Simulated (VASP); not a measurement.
# Ge16N (a cell with a defect) in VASP: further runs, part 2 of 2

VASP 6.6.1. The steps go on from the part before.

## Step 4: Single point, PBEsol

Input file INCAR:

```
ALGO = Normal
EDIFF = 1E-6
ENCUT = 520
GGA = PS
ISIF = 2
ISMEAR = -1
LASPH = True
LCHARG = False
LREAL = Auto
LWAVE = False
NBANDS = 128
NELM = 80
PREC = Accurate
SIGMA = 0.05
```

Input file KPOINTS:

```
k-points
0
Gamma
  2 2 2
```

Input file POSCAR:

```
Ge16N
1.0
    0.0000000000      5.6600000000      5.6600000000
    5.6600000000      0.0000000000      5.6600000000
    5.6600000000      5.6600000000      0.0000000000
Ge N
16 1
Direct
   -0.0160335689     -0.0075000000     -0.0812455830
    0.0774823322      0.1547791519      0.0409628975
   -0.0960424028      0.1696643110      0.4126501767
    0.2318021201     -0.1068374558      0.6297526502
    0.0337632509      0.5193992933     -0.1106890459
   -0.0532862191      0.6533745583      0.2148056537
    0.1698586572      0.3431272085      0.5181272085
    0.0633215548      0.7705300353      0.5196113074
    0.4029240283     -0.0459628975      0.0782773852
    0.6190194346      0.1726590106      0.1006272085
    0.5980477032     -0.0670406360      0.4897614841
    0.5353621908      0.1618286219      0.6830123675
    0.3875795053      0.6125618375      0.0342756184
    0.7405300353      0.6005653710      0.1689575972
    0.4472173145      0.5897791519      0.5108568905
    0.7900088339      0.5682950530      0.6755742049
    0.1698056537      0.2477385159      0.3709187279
```

Started as:

```
cat potpaw_PBE.64/Ge_d/POTCAR potpaw_PBE.64/N/POTCAR > POTCAR
mpirun -np 1 vasp_std > vasp.out
```

Wall time 32 min (1 thread of Oxide Virtual Turin-like, shared host); peak memory 0.58 GiB.

The run converged. Its results:

```
Free energy            : -77.6928 eV
Pressure               : 0.2 GPa
Largest force          : 5.209 eV/Å
Band gap on the k mesh : zero (an odd number of electrons rules out a gap without spin polarisation)
```

Forces in eV/Å, atoms in the order of the input:
```
Ge   0.842  0.149 -0.400
Ge   0.352 -0.683 -0.588
Ge   0.017  0.189  0.807
Ge  -0.060 -0.210  1.581
Ge  -0.671 -0.462  0.781
Ge   1.427  3.444  3.638
Ge   2.535  1.722  1.000
Ge  -0.406 -0.348  0.064
Ge  -1.036  1.304  0.731
Ge   0.278 -0.279 -0.778
Ge   0.433 -0.103  0.247
Ge  -0.006 -0.508  0.026
Ge   0.107 -0.018  0.174
Ge  -0.194 -3.322 -3.906
Ge  -0.738  0.566 -0.713
Ge   0.264  0.057 -0.012
N   -3.146 -1.498 -2.653
```

Stress tensor (GPa, compression positive):
```
 2.41  1.02 -0.12
 1.02 -0.66  2.83
-0.12  2.83 -1.16
```

Levels at points of the mesh, in eV from the Fermi level:
```
           k point  band 110  band 111  band 112  band 113  band 114  band 115  band 116  band 117  band 118  band 119
(0.00, 0.00, 0.00)     -0.80     -0.69     -0.62     -0.48     -0.31     -0.26      0.10      0.15      0.38      0.58
(0.50, 0.00, 0.00)     -1.07     -0.99     -0.66     -0.57     -0.46      0.08      0.46      0.52      0.89      1.14
(0.00, 0.50, 0.00)     -1.33     -1.07     -0.86     -0.63     -0.18      0.12      0.30      0.56      0.65      1.05
(0.00, 0.00, 0.50)     -1.19     -1.04     -0.91     -0.69     -0.42     -0.15      0.02      0.44      0.59      0.96
(0.50, 0.50, 0.50)     -1.26     -1.09     -0.74     -0.64     -0.32      0.09      0.22      0.39      0.61      0.84
(0.50, 0.50, 0.00)     -1.27     -1.05     -0.88     -0.37     -0.22      0.10      0.24      0.44      0.96      1.22
(0.00, 0.50, 0.50)     -1.35     -0.81     -0.72     -0.57     -0.31     -0.20      0.30      0.48      0.63      1.14
(0.50, 0.00, 0.50)     -1.21     -1.02     -0.80     -0.52     -0.31      0.21      0.35      0.49      0.64      1.25
```

Caveat: the k points lie up to 0.48 Å⁻¹ apart, too coarse for converged energies and pressures of a metal; the atoms stand as in a frame of molecular dynamics; the PAW data sets were made with another functional, which shifts forces and pressure a little; an odd number of electrons without spin polarisation forces a metal; a magnetic or distorted state may lie lower.

## Step 5: Single point, PBEsol

Input file INCAR:

```
SYSTEM = Ge16N
ALGO = Normal ; EDIFF = 1E-6
ENCUT = 520 ; GGA = PS
ISIF = 2 ; ISMEAR = -1
LASPH = .TRUE. ; LCHARG = .FALSE.
LREAL = Auto ; LWAVE = .FALSE.
NBANDS = 128 ; NELM = 60
PREC = Accurate ; SIGMA = 0.05
```

Input file KPOINTS:

```
k-points
0
G
  2 2 2
  0 0 0
```

Input file POSCAR:

```
Ge16N
1.0
    0.0000000000      5.6600000000      5.6600000000
    5.6600000000      0.0000000000      5.6600000000
    5.6600000000      5.6600000000      0.0000000000
Ge N
16 1
Direct
   -0.0592137809      0.0245671378     -0.0071289753
    0.1118639576      0.1446554770      0.0690371025
   -0.0402473498      0.0612544170      0.4805123675
    0.1870848057      0.0445229682      0.6668727915
   -0.0326943463      0.5035600707     -0.0011749117
    0.1407420495      0.6431978799      0.0725265018
    0.0978356890      0.4477120141      0.4423409894
    0.0740636042      0.6928798587      0.5860954064
    0.4808745583      0.0123409894     -0.0323763251
    0.5174911661      0.1144346290      0.1847526502
    0.5924028269     -0.0604770318      0.5089045936
    0.5893992933      0.2155477032      0.6059893993
    0.5168816254      0.4860865724     -0.0064222615
    0.6021731449      0.6187455830      0.1584275618
    0.4482067138      0.5844257951      0.5235247350
    0.7101060071      0.5628268551      0.6313957597
    0.1419522968      0.2111219081      0.3812455830
```

Started as:

```
cat potpaw_PBE.64/Ge_d/POTCAR potpaw_PBE.64/N/POTCAR > POTCAR
mpirun -np 1 vasp_std > vasp.out
```

Wall time 22 min (1 thread of Oxide Virtual Turin-like, shared host); peak memory 0.58 GiB.

It converged, with:

| Property | Result |
| --- | --- |
| Free energy | -81.6939 eV |
| Pressure | 0.0 GPa |
| Largest force | 1.987 eV/Å |
| Band gap on the k mesh | zero (an odd number of electrons rules out a gap without spin polarisation) |

Forces on the atoms (eV/Å):
```
Ge   0.221 -0.124 -1.055
Ge   0.202  0.349 -0.607
Ge   0.010 -0.447  1.316
Ge  -1.469 -0.169  1.328
Ge   0.182 -0.192  1.625
Ge  -0.056 -0.531 -0.193
Ge  -0.124 -0.575 -0.701
Ge   0.260  1.146 -0.496
Ge  -0.276  0.747 -0.495
Ge   0.440 -0.413  0.643
Ge   1.172 -0.387 -0.089
Ge  -0.816  0.135 -0.846
Ge   0.393  0.488 -0.704
Ge  -0.131 -1.131  0.392
Ge   0.020 -0.060  0.181
Ge  -0.399 -0.210  0.179
N    0.371  1.374 -0.479
```

Stress tensor (GPa, compression positive):
```
 0.98 -0.69  0.30
-0.69 -0.51  0.17
 0.30  0.17 -0.49
```

Levels at points of the mesh, in eV from the Fermi level:
| k point | band 112 | band 113 | band 114 | band 115 | band 116 | band 117 |
| --- | --- | --- | --- | --- | --- | --- |
| (0.00, 0.00, 0.00) | -0.63 | -0.24 | -0.17 | -0.11 | 0.06 | 0.29 |
| (0.50, 0.00, 0.00) | -0.93 | -0.55 | -0.32 | 0.04 | 0.34 | 0.50 |
| (0.00, 0.50, 0.00) | -0.79 | -0.56 | -0.37 | 0.06 | 0.29 | 0.84 |
| (0.00, 0.00, 0.50) | -0.82 | -0.51 | -0.26 | -0.24 | 0.41 | 0.73 |
| (0.50, 0.50, 0.50) | -0.86 | -0.68 | -0.32 | 0.45 | 0.74 | 0.79 |
| (0.50, 0.50, 0.00) | -1.20 | -0.88 | -0.55 | -0.06 | 1.11 | 1.35 |
| (0.00, 0.50, 0.50) | -1.15 | -0.87 | -0.65 | 0.29 | 0.86 | 1.32 |
| (0.50, 0.00, 0.50) | -1.05 | -0.95 | -0.84 | -0.03 | 0.65 | 1.41 |

Caveat: the k points lie up to 0.48 Å⁻¹ apart, too coarse for converged energies and pressures of a metal; the PAW data sets were made with another functional, which shifts forces and pressure a little; an odd number of electrons without spin polarisation forces a metal; a magnetic or distorted state may lie lower.

## Step 6: Summary

```tsv
cell	gap on the mesh (eV)	pressure (GPa)	largest force (eV/Å)
as given, atomic positions A	none	-0.3	3.60
as given, atomic positions B	none	0.9	2.23
as given, atomic positions C	none	0.2	5.21
as given, atomic positions D	none	0.0	1.99
```

Alike in all rows: task single point; level PBEsol; potentials or basis VASP PAW PBE potentials, release 64 (Ge_d, N); no spin polarisation; k mesh 2 × 2 × 2; cutoff (eV) 520; smearing fermi-dirac 0.05 eV.

Caveats: all runs use coarse meshes; the PAW data sets were made with another functional, which shifts forces and pressure a little; an odd number of electrons without spin polarisation forces a metal; a magnetic or distorted state may lie lower; the atoms stand as in a frame of molecular dynamics (at least some runs).

Absolute energies hang on the potentials; compare differences alone.
